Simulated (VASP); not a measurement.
# GePt2 (P-62m) in VASP: a series of runs, part 2 of 2

VASP 6.6.1.

## Step 3: Relaxation of shape and atoms at fixed volume, PBEsol (13.39 Å³/atom)

This run uses another cell than the first one, of 13.39 Å³/atom.

Input file INCAR:

```
SYSTEM = GePt2
PREC = Accurate ; ENCUT = 600
EDIFF = 1E-6 ; ISMEAR = 0
SIGMA = 0.1 ; LREAL = .False.
LASPH = .True. ; NELM = 60
ALGO = Fast ; ISIF = 4
LWAVE = .False. ; LCHARG = .False.
GGA = PS ; IBRION = 2
NSW = 50 ; EDIFFG = -0.01
```

Input file KPOINTS:

```
regular mesh
0
Gamma
  6 6 10
  0 0 0
```

Input file POSCAR:

```
GePt2
1.0
    6.5743148964      0.0000000000      0.0000000000
   -3.2871574482      5.6935237127      0.0000000000
    0.0000000000      0.0000000000      3.2186846471
Ge Pt
3 6
Direct
    0.6666666667      0.3333333333      0.0000000000
    0.3333333333      0.6666666667      0.0000000000
    0.0000000000      0.0000000000      0.5000000000
    0.6200521672      0.0000000000      0.5000000000
    0.3799478328      0.3799478328      0.5000000000
    0.0000000000      0.6200521672      0.5000000000
    0.0000000000      0.2832647789      0.0000000000
    0.7167352211      0.7167352211      0.0000000000
    0.2832647789      0.0000000000      0.0000000000
```

Potentials or basis: VASP PAW PBE potentials, release 64 (Ge_d, Pt).

Run with:

```bash
cat potpaw_PBE.64/Ge_d/POTCAR potpaw_PBE.64/Pt/POTCAR > POTCAR
mpirun -np 1 vasp_std > vasp.out
```

OUTCAR:

```text
SYSTEM = GePt2
   PREC = Accurate
   ENCUT = 600
   EDIFF = 1E-6
   ISMEAR = 0
   LREAL = .False.
   LASPH = .True.
   NELM = 60
   ISIF = 4
   GGA = PS
   IBRION = 2
   NSW = 50
   EDIFFG = -0.01

 ion  position               nearest neighbor table
   1  0.667  0.333  0.000-   7 2.37   9 2.37   8 2.37   4 2.61   4 2.61   6 2.61   6 2.61   5 2.61
                             5 2.61
   2  0.333  0.667  0.000-   9 2.37   7 2.37   8 2.37   6 2.61   6 2.61   4 2.61   4 2.61   5 2.61
                             5 2.61
   3  0.000  0.000  0.500-   7 2.46   8 2.46   7 2.46   8 2.46   9 2.46   9 2.46   5 2.50   6 2.50
                             4 2.50
   4  0.620  0.000  0.500-   3 2.50   1 2.61   1 2.61   2 2.61   2 2.61   9 2.74   9 2.74   7 2.77
                             7 2.77   8 2.77   8 2.77
   5  0.380  0.380  0.500-   3 2.50   2 2.61   2 2.61   1 2.61   1 2.61   8 2.74   8 2.74   9 2.77
                             9 2.77   7 2.77   7 2.77
   6  0.000  0.620  0.500-   3 2.50   2 2.61   2 2.61   1 2.61   1 2.61   7 2.74   7 2.74   9 2.77
                             9 2.77   8 2.77   8 2.77
   7  0.000  0.283  0.000-   1 2.37   2 2.37   3 2.46   3 2.46   6 2.74   6 2.74   4 2.77   4 2.77
                             5 2.77   5 2.77   8 3.23   9 3.23
   8  0.717  0.717  0.000-   1 2.37   2 2.37   3 2.46   3 2.46   5 2.74   5 2.74   4 2.77   4 2.77
                             6 2.77   6 2.77   7 3.23   9 3.23
   9  0.283  0.000  0.000-   2 2.37   1 2.37   3 2.46   3 2.46   4 2.74   4 2.74   5 2.77   6 2.77
                             5 2.77   6 2.77   7 3.23   8 3.23

  LATTYP: Found a hexagonal cell.
 ALAT       =     6.5743148964
 C/A-ratio  =     0.4895848005
[... 328 lines left out ...]

 number of electron     101.9999972 magnetization

------------------------ aborting loop because EDIFF is reached ----------------------------------------
[... 81 lines left out ...]
--------------------------------------- Ionic step       11  -------------------------------------------

 number of electron     101.9999972 magnetization

 Free energy of the ion-electron system (eV)
  ---------------------------------------------------
  ext. energy  EPLUGINS =         0.00000000
  ---------------------------------------------------
  free energy    TOTEN  =       -58.26156872 eV

  energy without entropy =      -58.25377872  energy(sigma->0) =      -58.25767372

 E-fermi :  12.5134     XC(G=0): -13.9566

 val. band max:       12.4858349301   @ k =   0.3333  -0.0000   0.1000
 cond. band min:      12.5266944370   @ k =   0.5000   0.0000   0.0000
 fundamental gap:      0.0408595070
 Fermi energy:        12.5133536684

 k-point     1 :       0.0000    0.0000    0.0000
  band No.  band energies     occupation
      1     -12.5198      2.00000
      2     -12.4916      2.00000
      3     -12.4916      2.00000
      4     -12.4907      2.00000
      5     -12.4830      2.00000
      6     -12.4801      2.00000
[... 1525 lines left out ...]
     60      18.8864      0.00000
     61      18.9953      0.00000

 [... further k-points ...]

------------------------ aborting loop because EDIFF is reached ----------------------------------------

  FORCE on cell =-STRESS in cart. coord.  units (eV):
  Direction    XX          YY          ZZ          XY          YZ          ZX
  --------------------------------------------------------------------------------------
  -------------------------------------------------------------------------------------
  Total       28.0326687     28.0326687     28.0081381      0.0000000     -0.0000000     -0.0000000
  in kB      372.7906079    372.7906078    372.4643897      0.0000000     -0.0000000     -0.0000000
  external PRESSURE =     372.6818685 kB  Pullay stress =       0.0000000 kB
[... 24 lines left out ...]
  FREE ENERGIE OF THE ION-ELECTRON SYSTEM (eV)
  ---------------------------------------------------
  free  energy   TOTEN  =       -58.2615687208 eV

  energy  without entropy=      -58.2537787193  energy(sigma->0) =      -58.25767372

 reached required accuracy - stopping structural energy minimisation
```

OSZICAR:

```text
N       E                     dE             d eps       ncg     rms          rms(c)
DAV:   1     0.144750462355E+04    0.14475E+04   -0.48841E+04  7242   0.441E+03
DAV:   2     0.221089543518E+03   -0.12264E+04   -0.11734E+04  5164   0.123E+03
[... 93 lines left out ...]
DAV:   1    -0.582620614357E+02   -0.65624E-03   -0.14962E-01  5629   0.144E+00    0.166E-01
RMM:   2    -0.582617579211E+02    0.30351E-03   -0.22975E-03  6630   0.303E-01    0.931E-02
RMM:   3    -0.582615628541E+02    0.19507E-03   -0.58368E-04  6612   0.114E-01    0.226E-02
RMM:   4    -0.582615677706E+02   -0.49165E-05   -0.11501E-04  6564   0.482E-02    0.134E-02
RMM:   5    -0.582615686463E+02   -0.87566E-06   -0.25245E-05  6294   0.222E-02    0.721E-03
RMM:   6    -0.582615687208E+02   -0.74513E-07   -0.65923E-06  5610   0.107E-02
  11 F= -.58261569E+02 E0= -.58257674E+02  d E =-.865604E-04
```

Run time: 30 min. Hardware: 1 thread of Intel Xeon 6975P-C (Granite Rapids), shared host; peak memory 0.5 GiB.

What came out:

```
Free energy                  : -58.2616 eV
Energy gained by relaxing    : 1.3 meV/atom
Ionic steps                  : 11
Pressure after relaxing      : 37.3 GPa
Largest force after relaxing : 0.004 eV/Å
Band gap on the k mesh       : zero (bands 51 and 52 overlap by 1.31 eV)
```

Forces on the atoms (eV/Å):
```
Ge   0.000  0.000  0.000
Ge   0.000  0.000  0.000
Ge   0.000  0.000  0.000
Pt   0.004  0.000  0.000
Pt  -0.002 -0.004  0.000
Pt  -0.002  0.004  0.000
Pt   0.001 -0.001  0.000
Pt   0.001  0.001  0.000
Pt  -0.001  0.000  0.000
```

Step by step:
```tsv
step	energy change (eV)	largest force (eV/Å)	pressure (GPa)	volume (Å³)
1	0.0000	0.0812	38.11	120.48
2	-0.0065	0.0333	37.78	120.48
3	-0.0077	0.0858	37.58	120.48
4	-0.0077	0.0951	37.56	120.48
5	-0.0086	0.0678	37.52	120.48
6	-0.0086	0.0713	37.51	120.48
7	-0.0095	0.0510	37.47	120.48
8	-0.0105	0.0257	37.41	120.48
9	-0.0113	0.0256	37.26	120.48
10	-0.0112	0.0504	37.24	120.48
11	-0.0114	0.0044	37.27	120.48
```

Final structure:
```cif
data_structure
_symmetry_space_group_name_H-M 'P 1'
_symmetry_Int_Tables_number 1
_cell_length_a 6.6404
_cell_length_b 6.6404
_cell_length_c 3.1550
_cell_angle_alpha 90.000
_cell_angle_beta 90.000
_cell_angle_gamma 120.000
_cell_volume 120.48
loop_
_atom_site_label
_atom_site_type_symbol
_atom_site_fract_x
_atom_site_fract_y
_atom_site_fract_z
_atom_site_occupancy
Ge1 Ge 0.66667 0.33333 0.00000 1
Ge2 Ge 0.33333 0.66667 0.00000 1
Ge3 Ge 0.00000 0.00000 0.50000 1
Pt1 Pt 0.62158 0.00000 0.50000 1
Pt2 Pt 0.37842 0.37842 0.50000 1
Pt3 Pt 0.00000 0.62158 0.50000 1
Pt4 Pt 0.00000 0.28536 0.00000 1
Pt5 Pt 0.71464 0.71464 0.00000 1
Pt6 Pt 0.28536 0.00000 0.00000 1
```

Caveat: the PAW data sets were made with another functional, which shifts forces and pressure a little; spin-orbit coupling is left out, which moves the levels of the heavy elements.
